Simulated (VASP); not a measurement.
# SrSiH6 (P1) in VASP: relaxation of cell and atoms with PBEsol

Aim: the relaxation of cell and atoms of SrSiH6 with PBEsol.

Everything below comes from runs of VASP 6.6.1. Logs are shortened: lines on timing, memory, paths and dates and some standing lists are left out, and cuts for length are marked.

### 1 The cell of the first run

The typed cell holds 8 atoms: a = 3.307 Å, b = 3.289 Å, c = 6.018 Å, α = 89.57°, β = 90.39°, γ = 89.47°.

### 2 Relaxation of cell and atoms, PBEsol

File INCAR:

```
PREC     = Accurate       # precision mode
ENCUT    = 600            # plane-wave cutoff, eV
EDIFF    = 1E-6           # SCF threshold, eV
ISMEAR   = -1             # smearing method
SIGMA    = 0.05           # smearing width, eV
LREAL    = False          # projectors in reciprocal space
LASPH    = True           # aspherical terms in the spheres
NELM     = 80             # most SCF steps
ALGO     = Normal         # electronic algorithm
ISIF     = 3              # what is computed and relaxed
LWAVE    = False          # write WAVECAR
LCHARG   = False          # write CHGCAR
GGA      = PS             # functional
IBRION   = 2              # ionic algorithm
NSW      = 100            # ionic steps
EDIFFG   = -0.01          # ionic threshold
```

File KPOINTS:

```
regular mesh
0
Gamma
  6 6 4
```

File POSCAR:

```
SrSiH6
1.0
    3.3068814092      0.0153841920     -0.0111134186
    0.0153841920      3.2887596328      0.0123812855
   -0.0204106634      0.0227392003      6.0174577444
Sr Si H
1 1 6
Direct
   -0.0008812900      0.0108441949      0.0042923866
    0.0032334360      0.0353190265      0.4974182669
    0.4937365073      0.5102785028      0.0176699191
    0.4835513891      0.5127476790      0.5291713758
    0.4916480926      0.0123062106      0.3225630215
    0.5180162884      0.0189906091      0.6701010445
    0.0148700244      0.5150715717      0.3327329638
   -0.0165793204      0.5105663336      0.6493306355
```

Potentials or basis: VASP PAW PBE potentials, release 64 (Sr_sv, Si, H).

On the command line:

```bash
cat potpaw_PBE.64/Sr_sv/POTCAR potpaw_PBE.64/Si/POTCAR potpaw_PBE.64/H/POTCAR > POTCAR
mpirun -np 1 vasp_std > vasp.out
```

OUTCAR:

```text
PREC = Accurate
   ENCUT = 600
   EDIFF = 1E-6
   ISMEAR = -1
   LREAL = False
   LASPH = True
   NELM = 80
   ISIF = 3
   GGA = PS
   IBRION = 2
   NSW = 100
   EDIFFG = -0.01

 ion  position               nearest neighbor table
   1  0.999  0.011  0.004-   3 2.31   3 2.33   3 2.33   3 2.36   5 2.51   7 2.55   5 2.55   6 2.56
                             7 2.59   6 2.65   8 2.69   8 2.71   2 2.97   2 3.05
   2  0.003  0.035  0.497-   8 1.82   7 1.86   6 1.92   5 1.93   8 1.95   7 1.98   6 1.99   5 1.99
                             1 2.97   1 3.05
   3  0.494  0.510  0.018-   1 2.31   1 2.33   1 2.33   1 2.36
   4  0.484  0.513  0.529-
   5  0.492  0.012  0.323-   2 1.93   2 1.99   1 2.51   1 2.55
   6  0.518  0.019  0.670-   2 1.92   2 1.99   1 2.56   1 2.65
   7  0.015  0.515  0.333-   2 1.86   2 1.98   1 2.55   1 2.59
   8  0.983  0.511  0.649-   2 1.82   2 1.95   1 2.69   1 2.71

  LATTYP: Found a triclinic cell.
 ALAT       =     3.2888189205
 B/A-ratio  =     1.4247049918
 C/A-ratio  =     1.8296949358
 COS(alpha) =     0.0005303382
 COS(beta)  =     0.0075275002
 COS(gamma) =     0.7084753275

  Lattice vectors:

 A1 = (  -0.0153841920,  -3.2887596328,  -0.0123812855)
 A2 = (  -3.3222656012,  -3.3041438248,  -0.0012678669)
 A3 = (   0.0204106634,  -0.0227392003,  -6.0174577444)

Analysis of symmetry for initial positions (statically):
=====================================================================
 Subroutine PRICEL returns:
 Original cell was already a primitive cell.

 Routine SETGRP: Setting up the symmetry group for a
 triclinic supercell.

 Subroutine GETGRP returns: Found  1 space group operations
 (whereof  1 operations were pure point group operations)
 out of a pool of  2 trial point group operations.

The static configuration has the point symmetry C_1 .

Analysis of symmetry for dynamics (positions and initial velocities):
=====================================================================
 Subroutine PRICEL returns:
 Original cell was already a primitive cell.

 Routine SETGRP: Setting up the symmetry group for a
 triclinic supercell.

 Subroutine GETGRP returns: Found  1 space group operations
 (whereof  1 operations were pure point group operations)
 out of a pool of  2 trial point group operations.

The dynamic configuration has the point symmetry C_1 .

 Subroutine INISYM returns: Found  1 space group operations
 (whereof  1 operations are pure point group operations),
 and found     1 'primitive' translations

----------------------------------------------------------------------------------------

                                     Primitive cell

  volume of cell :      65.4400

  direct lattice vectors                    reciprocal lattice vectors
     3.306881409  0.015384192 -0.011113419     0.302409781 -0.001418497  0.001031106
     0.015384192  3.288759633  0.012381286    -0.001418497  0.304076984 -0.001153879
    -0.020410663  0.022739200  6.017457744     0.000561428 -0.000628277  0.166187415

  length of vectors
     3.306935868  3.288818921  6.017535324     0.302414865  0.304082481  0.166189551

  position of ions in fractional coordinates (direct lattice)
     0.999118710  0.010844195  0.004292387
     0.003233436  0.035319026  0.497418267
     0.493736507  0.510278503  0.017669919
     0.483551389  0.512747679  0.529171376
     0.491648093  0.012306211  0.322563022
     0.518016288  0.018990609  0.670101045
     0.014870024  0.515071572  0.332732964
     0.983420680  0.510566334  0.649330636

  ion indices of the primitive-cell ions
   primitive index   ion index
                 1           1
                 2           2
                 3           3
                 4           4
                 5           5
                 6           6
                 7           7
                 8           8

----------------------------------------------------------------------------------------

 KPOINTS: regular mesh

Automatic generation of k-mesh.
 Grid dimensions read from file:
 generate k-points for:    6    6    4

 Generating k-lattice:

  Cartesian coordinates                     Fractional coordinates (reciprocal lattice)
     0.050401630 -0.000236416  0.000171851     0.166666667  0.000000000  0.000000000
    -0.000236416  0.050679497 -0.000192313     0.000000000  0.166666667 -0.000000000
     0.000140357 -0.000157069  0.041546854    -0.000000000  0.000000000  0.250000000

  Length of vectors
     0.050402478  0.050680414  0.041547388

  Shift w.r.t. Gamma in fractional coordinates (k-lattice)
     0.000000000  0.000000000  0.000000000

 Subroutine IBZKPT returns following result:
 ===========================================

 Found     76 irreducible k-points:

 Following reciprocal coordinates:
            Coordinates               Weight
  0.000000  0.000000  0.000000      1.000000
  0.166667  0.000000  0.000000      2.000000
  0.333333  0.000000 -0.000000      2.000000
  0.500000  0.000000  0.000000      1.000000
  0.000000  0.166667  0.000000      2.000000
  0.166667  0.166667  0.000000      2.000000
[... 16 lines left out ...]
  0.333333  0.000000  0.250000      2.000000
  0.500000  0.000000  0.250000      2.000000
 [... further k-points ...]
   k-points           NKPTS =     76   k-points in BZ     NKDIM =     76   number of bands    NBANDS=     15
   number of dos      NEDOS =    301   number of ions     NIONS =      8
   total plane-waves  NPLWV =  37632
   dimension x,y,z NGX =    28 NGY =   28 NGZ =   48
   dimension x,y,z NGXF=    56 NGYF=   56 NGZF=   96
   ions per type =               1   1   6
   NGX,Y,Z   is equivalent  to a cutoff of  14.08, 14.15, 13.26 a.u.
   NGXF,Y,Z  is equivalent  to a cutoff of  28.15, 28.31, 26.52 a.u.
 SYSTEM =  unknown system
   PREC   = accura    normal or accurate (medium, high low for compatibility)
   ISTART =      0    job   : 0-new  1-cont  2-samecut
   ICHARG =      2    charge: 1-file 2-atom 10-const
   ISPIN  =      1    spin polarized calculation?
   LNONCOLLINEAR =      F non collinear calculations
   LSORBIT =      F    spin-orbit coupling
   LASPH  =      T    aspherical Exc in radial PAW
   ENCUT  =  600.0 eV  44.10 Ry    6.64 a.u.   6.60  6.57 12.02*2*pi/ulx,y,z
   NELM   =     80;   NELMIN=  2; NELMDL= -5     # of ELM steps
   EDIFF  = 0.1E-05   stopping-criterion for ELM
   LREAL  =      F    real-space projection
   EDIFFG = -.1E-01   stopping-criterion for IOM
   NSW    =    100    number of steps for IOM
   IBRION =      2    ionic relax: 0-MD 1-quasi-New 2-CG
   NFREE  =      1    steps in history (QN), initial steepest desc. (CG)
   ISIF   =      3    stress and relaxation
   ISYM   =      2    0-nonsym 1-usesym 2-fastsym
   POTIM  = 0.5000    time-step for ionic-motion
   TEBEG  =    0.0;   TEEND  =   0.0 temperature during run
   PSTRESS=    0.0 pullay stress
   NELECT =      20.0000    total number of electrons
   NUPDOWN=      -1.0000    fix difference up-down
   EMIN   =  10.00;   EMAX   =-10.00  energy-range for DOS
   EFERMI =   0.00;   METHOD = LEGACY
   ISMEAR =    -1;   SIGMA  =   0.05  broadening in eV -4-tet -1-fermi 0-gaus
   EFERMI_NEDOS =   21; number of points for ismear=-14 and -15
   IALGO  =     38    algorithm
   IMIX   =      4    mixing-type and parameters
     AMIX     =   0.40;   BMIX     =  1.00
     AMIX_MAG =   1.60;   BMIX_MAG =  1.00
  volume/ion in A,a.u.               =       8.18        55.20
  Fermi-wavevector in a.u.,A,eV,Ry     =   1.102733  2.083864 16.544963  1.216020
  Thomas-Fermi vector in A             =   2.239181
   LORBIT       =      0    0 simple, 1 ext, 2 COOP (PROOUT), +10 PAW based schemes
   GGA     = PS    functional components
   LHFCALC =     F    Hartree Fock is set to
   AEXX    =    0.0000 exact exchange contribution
   IVDW    =     0    specifies the selected vdW correction
   LEPSILON=     F    determine dielectric tensor
   LRPA    =     F    only Hartree local field effects (RPA)
 conjugate gradient relaxation of ions
 non-spin polarized calculation
  energy-cutoff  :      600.00
  volume of cell :       65.44
 maximum number of plane-waves:      2210
 NGX is ok and might be reduce to    28
   NGX = 13   NGY = 13   NGZ = 25

--------------------------------------- Ionic step        1  -------------------------------------------

 number of electron      20.0000000 magnetization

 Free energy of the ion-electron system (eV)
  ---------------------------------------------------
  ext. energy  EPLUGINS =         0.00000000
  ---------------------------------------------------
  free energy    TOTEN  =       -24.72939323 eV

  energy without entropy =      -24.71937981  energy(sigma->0) =      -24.72438652

------------------------ aborting loop because EDIFF is reached ----------------------------------------

  FORCE on cell =-STRESS in cart. coord.  units (eV):
  Direction    XX          YY          ZZ          XY          YZ          ZX
  --------------------------------------------------------------------------------------
  -------------------------------------------------------------------------------------
  Total       -0.1590587      0.7378286      0.7581032     -0.2351959      0.0051514      0.1328030
  in kB       -3.8942591     18.0643740     18.5607584     -5.7583374      0.1261231      3.2514361
  external PRESSURE =      10.9102911 kB  Pullay stress =       0.0000000 kB
[... 977 lines left out ...]
      1     -31.8940      2.00000
      2     -15.0618      2.00000
      3     -14.0830      2.00000
      4     -13.7323      2.00000
      5      -6.2764      2.00000
      6      -3.9029      2.00000
      7      -1.8448      2.00000
      8      -0.5315      2.00000
      9       0.4574      2.00000
     10       1.6126      2.00000
     11       3.7855      0.00000
     12       5.5006      0.00000
     13       5.7376      0.00000
     14       7.0139      0.00000
     15       7.4533      0.00000

 [... further k-points ...]

[... ionic steps 4 to 69 ...]

--------------------------------------- Ionic step       70  -------------------------------------------

 number of electron      19.9999996 magnetization

------------------------ aborting loop because EDIFF is reached ----------------------------------------

  FORCE on cell =-STRESS in cart. coord.  units (eV):
  Direction    XX          YY          ZZ          XY          YZ          ZX
  --------------------------------------------------------------------------------------
  -------------------------------------------------------------------------------------
  Total        0.0184360      0.0163286      0.0363917      0.0149035     -0.0049417     -0.0054794
  in kB        0.3665007      0.3246057      0.7234535      0.2962762     -0.0982384     -0.1089287
  external PRESSURE =       0.4715200 kB  Pullay stress =       0.0000000 kB
[... 69 lines left out ...]
  energy  without entropy=      -28.1551852155  energy(sigma->0) =      -28.15523070

--------------------------------------- Ionic step       72  -------------------------------------------

 number of electron      19.9999996 magnetization

 Free energy of the ion-electron system (eV)
  ---------------------------------------------------
  ext. energy  EPLUGINS =         0.00000000
  ---------------------------------------------------
  free energy    TOTEN  =       -28.15531965 eV

  energy without entropy =      -28.15522846  energy(sigma->0) =      -28.15527405

 E-fermi :   2.0462     XC(G=0):  -9.0802

 val. band max:        1.7873571670   @ k =   0.5000   0.0000   0.5000
 cond. band min:       2.2713800437   @ k =   0.5000   0.5000  -0.0000
 fundamental gap:      0.4840228766
 Fermi energy:         2.0461517515

 k-point     1 :       0.0000    0.0000    0.0000
  band No.  band energies     occupation
      1     -32.6752      2.00000
      2     -14.8973      2.00000
      3     -14.5425      2.00000
      4     -14.5272      2.00000
      5      -8.6796      2.00000
      6      -3.3701      2.00000
      7      -1.7626      2.00000
      8      -1.2579      2.00000
      9      -0.5766      2.00000
     10       1.6805      1.99867
     11       4.8790      0.00000
     12       5.1111      0.00000
[... 452 lines left out ...]
  FREE ENERGIE OF THE ION-ELECTRON SYSTEM (eV)
  ---------------------------------------------------
  free  energy   TOTEN  =       -28.1553196500 eV

  energy  without entropy=      -28.1552284582  energy(sigma->0) =      -28.15527405

 reached required accuracy - stopping structural energy minimisation
```

Run time: 57 min. Hardware: 1 thread of AMD EPYC 7R32 (Zen 2), shared host; peak memory 0.25 GiB.

What came out:

```yaml
Free_energy: -28.1553 eV
Relaxed_volume: 10.08 Å³/atom
Relaxed_cell: a = 3.777 Å, b = 3.775 Å, c = 5.668 Å, α = 89.95°, β = 89.98°, γ = 93.89°
Space_group_after_relaxing_to_0.1_Å: Amm2 (No. 38)
Energy_gained_by_relaxing: 428.2 meV/atom
Ionic_steps: 72
Pressure_after_relaxing: 0.0 GPa
Largest_force_after_relaxing: 0.010 eV/Å
Band_gap_on_the_k_mesh: 0.48 eV (least direct gap 2.46 eV)
```

Forces in eV/Å, atoms in the order of the input:
```
Sr   0.005  0.005  0.003
Si   0.002  0.007 -0.006
H   -0.006 -0.003 -0.002
H   -0.005 -0.004  0.007
H    0.007 -0.001  0.000
H    0.000 -0.002 -0.005
H    0.006 -0.004  0.002
H   -0.008  0.002  0.002
```

The path:
| step | energy change (eV) | largest force (eV/Å) | pressure (GPa) | volume (Å³) |
| --- | --- | --- | --- | --- |
| 1 | 0.0000 | 0.4675 | 1.09 | 65.44 |
| 3 | -0.1258 | 1.0090 | -0.70 | 67.56 |
| 5 | -0.2051 | 1.8799 | -2.03 | 70.91 |
| 7 | -0.2948 | 2.0278 | -2.00 | 72.15 |
| 9 | -0.4320 | 2.0487 | -2.00 | 73.96 |
| 11 | -0.2691 | 4.9061 | 2.02 | 75.18 |
| 13 | -0.6721 | 1.2070 | -1.05 | 74.63 |
| 15 | -1.0085 | 1.4693 | -0.62 | 73.65 |
| 17 | -1.2844 | 2.0625 | 2.10 | 72.01 |
| 19 | -1.4401 | 2.2647 | 5.92 | 71.48 |
| 21 | -1.7201 | 1.1557 | 3.53 | 72.44 |
| 23 | -1.8413 | 6.7854 | 1.10 | 78.52 |
| 25 | -2.4298 | 3.5172 | 0.97 | 76.77 |
| 27 | -2.3474 | 4.1246 | -3.71 | 84.10 |
| 29 | -3.1064 | 0.8171 | -0.90 | 80.26 |
| 31 | -3.2603 | 0.6194 | 1.04 | 79.66 |
| 33 | -3.3055 | 0.2330 | 0.73 | 80.78 |
| 35 | -3.3281 | 0.2211 | -0.55 | 82.43 |
| 37 | -3.3453 | 0.2124 | -0.74 | 82.98 |
| 39 | -3.3661 | 0.1790 | -0.24 | 82.70 |
| 41 | -3.3801 | 0.1789 | 0.01 | 82.13 |
| 43 | -3.3929 | 0.1514 | -0.19 | 81.49 |
| 45 | -3.3964 | 0.1682 | -0.10 | 81.12 |
| 47 | -3.3999 | 0.1157 | 0.22 | 80.75 |
| 49 | -3.4030 | 0.1454 | 0.43 | 80.45 |
| 51 | -3.4108 | 0.1098 | 0.21 | 80.38 |
| 53 | -3.4157 | 0.0975 | -0.03 | 80.57 |
| 55 | -3.4215 | 0.1030 | 0.03 | 80.75 |
| 57 | -3.4231 | 0.0777 | -0.10 | 80.97 |
| 59 | -3.4241 | 0.0588 | -0.11 | 80.97 |
| 61 | -3.4250 | 0.0337 | -0.02 | 80.86 |
| 63 | -3.4253 | 0.0218 | -0.01 | 80.81 |
| 65 | -3.4256 | 0.0293 | -0.07 | 80.77 |
| 67 | -3.4257 | 0.0200 | -0.04 | 80.69 |
| 69 | -3.4258 | 0.0325 | 0.05 | 80.61 |
| 71 | -3.4259 | 0.0151 | 0.05 | 80.58 |
| 72 | -3.4259 | 0.0096 | 0.02 | 80.61 |

Final structure:
```
Sr Si H
1.0
     3.77236   -0.18116    0.05311
    -0.07532    3.77371    0.01858
    -0.07897   -0.02470    5.66694
Sr Si H
1 1 6
Direct
  0.94315 0.96095 0.00296
  0.26839 0.28576 0.50283
  0.44809 0.46414 0.00324
  0.55574 0.57221 0.50165
  0.38863 0.01198 0.31023
  0.39146 0.01376 0.69644
  0.99548 0.40867 0.30991
  0.99665 0.40865 0.69602
```

Caveat: the volume moved by over 15 % at a fixed basis, so the end points are rough; the PAW data sets were made with another functional, which shifts forces and pressure a little.
